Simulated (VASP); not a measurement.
# Rh (Fm-3m) in VASP: notebook

Aim: see how the results for Rh move with the level of theory and the settings. Levels: PBE, PBEsol. Tasks: single point.

Program: VASP 6.6.1. These are calculated values, not measurements. Logs are shortened: lines on timing, memory, paths and dates and some standing lists are left out, and cuts for length are marked.

## 1. The cell of the first run

The structure is cubic, space group Fm-3m (No. 225). The conventional cell has a = 3.791 Å, b = 3.791 Å, c = 3.791 Å, α = 90.00°, β = 90.00°, γ = 90.00°. Rh (site symmetry m-3m) has 12 Rh at 2.68 Å within 3.5 Å.

## 2. Single point, PBE (13.62 Å³/atom)

Input file INCAR:

```
SYSTEM = Rh
PREC = Accurate ; ENCUT = 520
EDIFF = 1E-6 ; ISMEAR = 0
SIGMA = 0.1 ; LREAL = .FALSE.
LASPH = .TRUE. ; NELM = 60
ALGO = Normal ; ISIF = 2
LWAVE = .FALSE. ; LCHARG = .TRUE.
GGA = PE ; LELF = .TRUE.
LVHAR = .TRUE. ; NBANDS = 14
```

Input file KPOINTS:

```
Automatic mesh
0
G
  24 24 24
  0 0 0
```

Input file POSCAR:

```
Rh
1.0
    0.0000000000      1.8954234357      1.8954234357
    1.8954234357      0.0000000000      1.8954234357
    1.8954234357      1.8954234357      0.0000000000
Rh
1
Direct
    0.0000000000      0.0000000000      0.0000000000
```

Potentials or basis: VASP PAW PBE potentials, release 64 (Rh_pv).

Command:

```
> cat potpaw_PBE.64/Rh_pv/POTCAR > POTCAR
> mpirun -np 1 vasp_std > vasp.out
```

OUTCAR:

```text
SYSTEM = Rh
   PREC = Accurate
   ENCUT = 520
   EDIFF = 1E-6
   ISMEAR = 0
   LREAL = .FALSE.
   LASPH = .TRUE.
   NELM = 60
   ISIF = 2
   GGA = PE

 ion  position               nearest neighbor table
   1  0.000  0.000  0.000-

  LATTYP: Found a face centered cubic cell.
 ALAT       =     3.7908468714

  Lattice vectors:

 A1 = (   0.0000000000,   1.8954234357,   1.8954234357)
 A2 = (   1.8954234357,   0.0000000000,   1.8954234357)
 A3 = (   1.8954234357,   1.8954234357,   0.0000000000)

Analysis of symmetry for initial positions (statically):
=====================================================================
 Subroutine PRICEL returns:
 Original cell was already a primitive cell.

 Routine SETGRP: Setting up the symmetry group for a
 face centered cubic supercell.

 Subroutine GETGRP returns: Found 48 space group operations
 (whereof 48 operations were pure point group operations)
 out of a pool of 48 trial point group operations.

The static configuration has the point symmetry O_h .

Analysis of symmetry for dynamics (positions and initial velocities):
=====================================================================
 Subroutine PRICEL returns:
 Original cell was already a primitive cell.

 Routine SETGRP: Setting up the symmetry group for a
 face centered cubic supercell.

 Subroutine GETGRP returns: Found 48 space group operations
 (whereof 48 operations were pure point group operations)
 out of a pool of 48 trial point group operations.

The dynamic configuration has the point symmetry O_h .

 Subroutine INISYM returns: Found 48 space group operations
 (whereof 48 operations are pure point group operations),
 and found     1 'primitive' translations

----------------------------------------------------------------------------------------

                                     Primitive cell

  volume of cell :      13.6191

  direct lattice vectors                    reciprocal lattice vectors
     0.000000000  1.895423436  1.895423436    -0.263793298  0.263793298  0.263793298
     1.895423436  0.000000000  1.895423436     0.263793298 -0.263793298  0.263793298
     1.895423436  1.895423436  0.000000000     0.263793298  0.263793298 -0.263793298

  length of vectors
     2.680533529  2.680533529  2.680533529     0.456903396  0.456903396  0.456903396

  position of ions in fractional coordinates (direct lattice)
     0.000000000  0.000000000  0.000000000

  ion indices of the primitive-cell ions
[... 81 lines left out ...]
   ISYM   =      2    0-nonsym 1-usesym 2-fastsym
   POTIM  = 0.5000    time-step for ionic-motion
   TEBEG  =    0.0;   TEEND  =   0.0 temperature during run
   PSTRESS=    0.0 pullay stress
   NELECT =      15.0000    total number of electrons
   NUPDOWN=      -1.0000    fix difference up-down
   EMIN   =  10.00;   EMAX   =-10.00  energy-range for DOS
   EFERMI =   0.00;   METHOD = LEGACY
   ISMEAR =     0;   SIGMA  =   0.10  broadening in eV -4-tet -1-fermi 0-gaus
   EFERMI_NEDOS =   21; number of points for ismear=-14 and -15
   IALGO  =     38    algorithm
   IMIX   =      4    mixing-type and parameters
     AMIX     =   0.40;   BMIX     =  1.00
     AMIX_MAG =   1.60;   BMIX_MAG =  1.00
  volume/ion in A,a.u.               =      13.62        91.91
  Fermi-wavevector in a.u.,A,eV,Ry     =   1.690658  3.194880 38.889849  2.858323
  Thomas-Fermi vector in A             =   2.772565
   LORBIT       =      0    0 simple, 1 ext, 2 COOP (PROOUT), +10 PAW based schemes
   GGA     = PE    functional components
   LHFCALC =     F    Hartree Fock is set to
   AEXX    =    0.0000 exact exchange contribution
   IVDW    =     0    specifies the selected vdW correction
   LEPSILON=     F    determine dielectric tensor
   LRPA    =     F    only Hartree local field effects (RPA)
 non-spin polarized calculation
 Gauss-broadening in eV      SIGMA  =   0.10
  energy-cutoff  :      520.00
  volume of cell :       13.62
 maximum number of plane-waves:       380
   NGX =  9   NGY =  9   NGZ =  9

 number of electron      15.0000007 magnetization

 Free energy of the ion-electron system (eV)
  ---------------------------------------------------
  ext. energy  EPLUGINS =         0.00000000
  ---------------------------------------------------
  free energy    TOTEN  =        -7.25078831 eV

  energy without entropy =       -7.24512505  energy(sigma->0) =       -7.24795668

 E-fermi :  12.0734     XC(G=0): -14.0937

 val. band max:       12.0726969958   @ k =   0.4167   0.0833   0.0417
 cond. band min:      12.0748081042   @ k =   0.3333   0.1250   0.0000
 fundamental gap:      0.0021111084
 Fermi energy:        12.0733552044

 k-point     1 :       0.0000    0.0000    0.0000
  band No.  band energies     occupation
      1     -34.3236      2.00000
      2     -34.3236      2.00000
      3     -34.3236      2.00000
      4       4.0496      2.00000
      5       8.9520      2.00000
      6       8.9520      2.00000
      7       8.9520      2.00000
      8      11.0687      2.00000
      9      11.0687      2.00000
     10      28.0679      0.00000
     11      32.5706      0.00000
     12      33.5830      0.00000
     13      33.5830      0.00000
     14      33.5830      0.00000
[... 377 lines left out ...]
      1     -35.0537      2.00000
      2     -34.4308      2.00000
      3     -34.4304      2.00000
      4       5.9613      2.00000
      5       8.8502      2.00000
      6       8.9603      2.00000
      7      11.6399      2.00000
      8      12.6161      0.00000
      9      13.2024      0.00000
     10      21.4009      0.00000
     11      27.8121      0.00000
     12      32.5710      0.00000
     13      33.4405      0.00000
     14      33.7256      0.00000

 [... further k-points ...]

------------------------ aborting loop because EDIFF is reached ----------------------------------------

  FORCE on cell =-STRESS in cart. coord.  units (eV):
  Direction    XX          YY          ZZ          XY          YZ          ZX
  --------------------------------------------------------------------------------------
  -------------------------------------------------------------------------------------
  Total        0.7414837      0.7414837      0.7414837      0.0000000      0.0000000      0.0000000
  in kB       87.2295184     87.2295184     87.2295184      0.0000000      0.0000000      0.0000000
  external PRESSURE =      87.2295184 kB  Pullay stress =       0.0000000 kB

 VOLUME and BASIS-vectors are now :
 -----------------------------------------------------------------------------
  energy-cutoff  :      520.00
  volume of cell :       13.62
      direct lattice vectors                 reciprocal lattice vectors
     0.000000000  1.895423436  1.895423436    -0.263793298  0.263793298  0.263793298
     1.895423436  0.000000000  1.895423436     0.263793298 -0.263793298  0.263793298
     1.895423436  1.895423436  0.000000000     0.263793298  0.263793298 -0.263793298

 POSITION                                       TOTAL-FORCE (eV/Angst)
 -----------------------------------------------------------------------------------
      0.00000      0.00000      0.00000         0.000000      0.000000     -0.000000
 -----------------------------------------------------------------------------------
    total drift:                                0.000000      0.000000      0.000000

  FREE ENERGIE OF THE ION-ELECTRON SYSTEM (eV)
  ---------------------------------------------------
  free  energy   TOTEN  =        -7.2507883131 eV

  energy  without entropy=       -7.2451250504  energy(sigma->0) =       -7.24795668
```

OSZICAR:

```text
N       E                     dE             d eps       ncg     rms          rms(c)
DAV:   1     0.118791676226E+03    0.11879E+03   -0.87494E+03 11618   0.114E+03
DAV:   2    -0.621872779789E+01   -0.12501E+03   -0.11947E+03 12914   0.339E+02
DAV:   3    -0.774367971852E+01   -0.15250E+01   -0.15221E+01 13766   0.412E+01
DAV:   4    -0.774921886680E+01   -0.55391E-02   -0.55389E-02 13208   0.255E+00
DAV:   5    -0.774926730103E+01   -0.48434E-04   -0.48433E-04 13496   0.210E-01    0.104E+01
DAV:   6    -0.727188609986E+01    0.47738E+00   -0.79078E-01 12164   0.124E+01    0.367E+00
DAV:   7    -0.725435425809E+01    0.17532E-01   -0.18258E-02 13484   0.169E+00    0.170E+00
DAV:   8    -0.725094292042E+01    0.34113E-02   -0.34923E-03 12224   0.796E-01    0.222E-01
DAV:   9    -0.725078743199E+01    0.15549E-03   -0.10087E-04 12338   0.139E-01    0.109E-02
DAV:  10    -0.725078831309E+01   -0.88109E-06   -0.30608E-06 13034   0.218E-02
   1 F= -.72507883E+01 E0= -.72479567E+01  d E =-.566326E-02
```

stdout:

```text
POSCAR found type information on POSCAR Rh
 POSCAR found :  1 types and       1 ions
 scaLAPACK will be used
 LDA part: xc-table for (Slater+PW92), standard interpolation
 POSCAR, INCAR and KPOINTS ok, starting setup
 FFT: planning ... GRIDC
 FFT: planning ... GRID_SOFT
 FFT: planning ... GRID
 WAVECAR not read
 entering main loop
```

Wall time 81 s (1 thread of Intel Xeon 8259CL, shared host); peak memory 0.19 GiB.

Results:

```
Free energy            : -7.2508 eV
Pressure               : 8.7 GPa
Band gap on the k mesh : zero (an odd number of electrons rules out a gap without spin polarisation)
```

Caveat: the cell stands under pressure.

## 3. Single point, PBE

This run uses another cell than the first one, of 14.04 Å³/atom.

Input file INCAR:

```
PREC = Accurate
ENCUT = 520
EDIFF = 1E-6
ISMEAR = 0
SIGMA = 0.1
LREAL = F
LASPH = T
NELM = 80
ALGO = Fast
ISIF = 2
LWAVE = F
LCHARG = F
GGA = PE
NBANDS = 14
```

Input file KPOINTS:

```
regular mesh
0
Gamma
  24 24 24
```

Input file POSCAR:

```
Rh
1.0
    0.0000000000      1.9147658271      1.9147658271
    1.9147658271      0.0000000000      1.9147658271
    1.9147658271      1.9147658271      0.0000000000
Rh
1
Direct
    0.0000000000      0.0000000000      0.0000000000
```

Potentials or basis: VASP PAW PBE potentials, release 64 (Rh_pv).

Command:

```
> cat potpaw_PBE.64/Rh_pv/POTCAR > POTCAR
> mpirun -np 1 vasp_std > vasp.out
```

Run time: 1.8 min. Hardware: 1 thread of Intel Xeon 8259CL, shared host; peak memory 0.19 GiB.

The run converged. Its results:

```yaml
Free_energy: -7.2621 eV
Pressure: 0.1 GPa
Band_gap_on_the_k_mesh: zero (an odd number of electrons rules out a gap without spin polarisation)
```

Levels at points of the mesh, in eV from the Fermi level:
```tsv
k point	band 4	band 5	band 6	band 7	band 8	band 9	band 10	band 11
(0.00, 0.00, 0.00)	-7.80	-2.98	-2.98	-2.98	-0.96	-0.96	16.01	20.59
(0.50, 0.00, 0.00)	-5.94	-3.05	-3.05	0.55	0.55	0.76	8.43	15.51
(0.50, 0.50, 0.00)	-6.12	-5.76	0.52	0.95	0.95	3.24	12.01	13.21
```

## 4. Single point, PBEsol

This run uses another cell than the first one, of 14.04 Å³/atom.

Input file INCAR:

```
ALGO = Normal
EDIFF = 1E-7
ENCUT = 520
GGA = PS
ISIF = 2
ISMEAR = 0
LASPH = True
LCHARG = False
LREAL = False
LWAVE = False
NBANDS = 14
NELM = 100
PREC = Accurate
SIGMA = 0.1
```

Input file KPOINTS:

```
k-points
0
Gamma
  24 24 24
```

POSCAR is that of step 3.

Potentials or basis: VASP PAW PBE potentials, release 64 (Rh_pv).

Command:

```
> cat potpaw_PBE.64/Rh_pv/POTCAR > POTCAR
> mpirun -np 1 vasp_std > vasp.out
```

OUTCAR:

```text
EDIFF = 1E-7
   ENCUT = 520
   GGA = PS
   ISIF = 2
   ISMEAR = 0
   LASPH = True
   LREAL = False
   NELM = 100
   PREC = Accurate

 ion  position               nearest neighbor table
   1  0.000  0.000  0.000-

  LATTYP: Found a face centered cubic cell.
 ALAT       =     3.8295316542

  Lattice vectors:

 A1 = (   0.0000000000,   1.9147658271,   1.9147658271)
 A2 = (   1.9147658271,   0.0000000000,   1.9147658271)
 A3 = (   1.9147658271,   1.9147658271,   0.0000000000)

Analysis of symmetry for initial positions (statically):
=====================================================================
 Subroutine PRICEL returns:
 Original cell was already a primitive cell.

 Routine SETGRP: Setting up the symmetry group for a
 face centered cubic supercell.

 Subroutine GETGRP returns: Found 48 space group operations
 (whereof 48 operations were pure point group operations)
 out of a pool of 48 trial point group operations.

The static configuration has the point symmetry O_h .

Analysis of symmetry for dynamics (positions and initial velocities):
=====================================================================
 Subroutine PRICEL returns:
 Original cell was already a primitive cell.

 Routine SETGRP: Setting up the symmetry group for a
 face centered cubic supercell.

 Subroutine GETGRP returns: Found 48 space group operations
 (whereof 48 operations were pure point group operations)
 out of a pool of 48 trial point group operations.

The dynamic configuration has the point symmetry O_h .

 Subroutine INISYM returns: Found 48 space group operations
 (whereof 48 operations are pure point group operations),
 and found     1 'primitive' translations

----------------------------------------------------------------------------------------

                                     Primitive cell

  volume of cell :      14.0403

  direct lattice vectors                    reciprocal lattice vectors
     0.000000000  1.914765827  1.914765827    -0.261128537  0.261128537  0.261128537
     1.914765827  0.000000000  1.914765827     0.261128537 -0.261128537  0.261128537
[... 114 lines left out ...]
 non-spin polarized calculation
 Gauss-broadening in eV      SIGMA  =   0.10
  energy-cutoff  :      520.00
  volume of cell :       14.04
 maximum number of plane-waves:       391
   NGX =  9   NGY =  9   NGZ =  9

 number of electron      15.0000003 magnetization

 Free energy of the ion-electron system (eV)
  ---------------------------------------------------
  ext. energy  EPLUGINS =         0.00000000
  ---------------------------------------------------
  free energy    TOTEN  =        -8.12345778 eV

  energy without entropy =       -8.11750645  energy(sigma->0) =       -8.12048212

 E-fermi :  11.3690     XC(G=0): -14.0840

 val. band max:       11.3596499236   @ k =  -0.4167   0.4583   0.0833
 cond. band min:      11.3694583319   @ k =   0.4167   0.0833   0.0417
 fundamental gap:      0.0098084084
 Fermi energy:        11.3689552446

 k-point     1 :       0.0000    0.0000    0.0000
  band No.  band energies     occupation
      1     -34.9317      2.00000
      2     -34.9317      2.00000
      3     -34.9317      2.00000
      4       3.4743      2.00000
      5       8.3729      2.00000
      6       8.3729      2.00000
      7       8.3729      2.00000
      8      10.4162      2.00000
      9      10.4162      2.00000
     10      27.3209      0.00000
     11      31.7904      0.00000
     12      32.6520      0.00000
     13      32.6520      0.00000
     14      32.6520      0.00000
[... 377 lines left out ...]
      1     -35.5925      2.00000
      2     -35.0293      2.00000
      3     -35.0289      2.00000
      4       5.4564      2.00000
      5       8.2860      2.00000
      6       8.3910      2.00000
      7      10.9326      2.00000
      8      11.8893      0.00000
      9      12.4429      0.00000
     10      20.3329      0.00000
     11      27.0366      0.00000
     12      31.7906      0.00000
     13      32.3437      0.00000
     14      32.6279      0.00000

 [... further k-points ...]

------------------------ aborting loop because EDIFF is reached ----------------------------------------

  FORCE on cell =-STRESS in cart. coord.  units (eV):
  Direction    XX          YY          ZZ          XY          YZ          ZX
  --------------------------------------------------------------------------------------
  -------------------------------------------------------------------------------------
  Total       -0.9248859     -0.9248859     -0.9248859     -0.0000000      0.0000000     -0.0000000
  in kB     -105.5411325   -105.5411325   -105.5411325     -0.0000000      0.0000000     -0.0000000
  external PRESSURE =    -105.5411325 kB  Pullay stress =       0.0000000 kB

 VOLUME and BASIS-vectors are now :
 -----------------------------------------------------------------------------
  energy-cutoff  :      520.00
  volume of cell :       14.04
      direct lattice vectors                 reciprocal lattice vectors
     0.000000000  1.914765827  1.914765827    -0.261128537  0.261128537  0.261128537
     1.914765827  0.000000000  1.914765827     0.261128537 -0.261128537  0.261128537
     1.914765827  1.914765827  0.000000000     0.261128537  0.261128537 -0.261128537

 POSITION                                       TOTAL-FORCE (eV/Angst)
 -----------------------------------------------------------------------------------
      0.00000      0.00000      0.00000        -0.000000      0.000000      0.000000
 -----------------------------------------------------------------------------------
    total drift:                                0.000000     -0.000000     -0.000000

  FREE ENERGIE OF THE ION-ELECTRON SYSTEM (eV)
  ---------------------------------------------------
  free  energy   TOTEN  =        -8.1234577828 eV

  energy  without entropy=       -8.1175064515  energy(sigma->0) =       -8.12048212
```

stdout:

```text
POSCAR found type information on POSCAR Rh
 POSCAR found :  1 types and       1 ions
 scaLAPACK will be used
 -----------------------------------------------------------------------------
|                                                                             |
|                                                                             |
|     You enforced a specific xc type in the INCAR file but a different       |
|     I HOPE YOU KNOW WHAT YOU ARE DOING!                                     |
|                                                                             |
 -----------------------------------------------------------------------------

 LDA part: xc-table for (Slater+PW92), standard interpolation
 POSCAR, INCAR and KPOINTS ok, starting setup
 FFT: planning ... GRIDC
 FFT: planning ... GRID_SOFT
 FFT: planning ... GRID
 WAVECAR not read
 entering main loop
```

Run time: 1.7 min. Hardware: 1 thread of Intel Xeon 8259CL, shared host; peak memory 0.19 GiB.

Results:

| Quantity | Value |
| --- | --- |
| Free energy | -8.1235 eV |
| Pressure | -10.6 GPa |
| Band gap on the k mesh | zero (an odd number of electrons rules out a gap without spin polarisation) |

Caveat: the cell stands under tension; the PAW data sets were made with another functional, which shifts forces and pressure a little.

(Part 1 of 2 ends here.)
